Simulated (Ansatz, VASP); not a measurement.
One calculation of ZnAu, two programs

Contents of INCAR:

```
SYSTEM = ZnAu
PREC = Accurate ; ENCUT = 600
EDIFF = 1E-6 ; ISMEAR = 0
SIGMA = 0.1 ; LREAL = .FALSE.
LASPH = .TRUE. ; NELM = 100
ALGO = Normal ; ISIF = 3
LWAVE = .FALSE. ; LCHARG = .FALSE.
GGA = PE ; IBRION = 2
NSW = 100 ; EDIFFG = -0.005
```

Contents of KPOINTS:

```
Automatic mesh
0
G
  14 14 14
  0 0 0
```

Contents of POSCAR:

```
ZnAu
1.0
    3.1470000000      0.0000000000      0.0000000000
    0.0000000000      3.1470000000      0.0000000000
    0.0000000000      0.0000000000      3.1470000000
Zn Au
1 1
Direct
    0.5000000000      0.5000000000      0.5000000000
    0.0000000000      0.0000000000      0.0000000000
```

Input for Ansatz:

```yaml
crystal:
  lattice:
    - [3.147, 0.0, 0.0]
    - [0.0, 3.147, 0.0]
    - [0.0, 0.0, 3.147]
  atoms:
    - { symbol: Zn, position: [0.5, 0.5, 0.5] }
    - { symbol: Au, position: [0.0, 0.0, 0.0] }
basis:
  ecutwfc: 420
kpoints:
  mp_grid: { grid: [14, 14, 14] }
hamiltonian:
  xc: pbe
scf:
  occupations: { method: gaussian, width: 0.1 }
output:
  forces: true
  stress: true
  eigenvalues: true
relax:
  adjacent_minimum: "off"
  f_tol: 0.005
  max_steps: 80
  cell: { stress_tol: 0.05 }
```

Alike in both runs: task relaxation of cell and atoms; functional PBE; k mesh 14 × 14 × 14; occupations gaussian, width 0.1 eV; no spin polarisation.

|  | VASP | Ansatz |
| --- | --- | --- |
| version | VASP 6.6.1 | Ansatz 0.2.0 |
| potentials or method | VASP PAW PBE potentials, release 64 (Zn, Au), cutoff 600 eV | scalar-relativistic, plane waves, PAW |
| valence electrons in the cell | 23 | 31 |

```csv
,VASP,Ansatz,Ansatz less VASP
"gap on the k mesh at the Fermi level, each at its own relaxed structure (eV)",none,none,-
relaxed volume (Å³/atom),16.19,16.18,-0.013
relaxed length of the cell vector where the two differ most in proportion (Å),3.188,3.187,-0.0009
```

A gap of «none» marks a metal or a gap that the smearing closes. VASP's potentials hold 23 valence electrons a cell and Ansatz's 31, so a difference there can come from the potentials and not from the codes.

Neither program's run includes spin-orbit coupling.
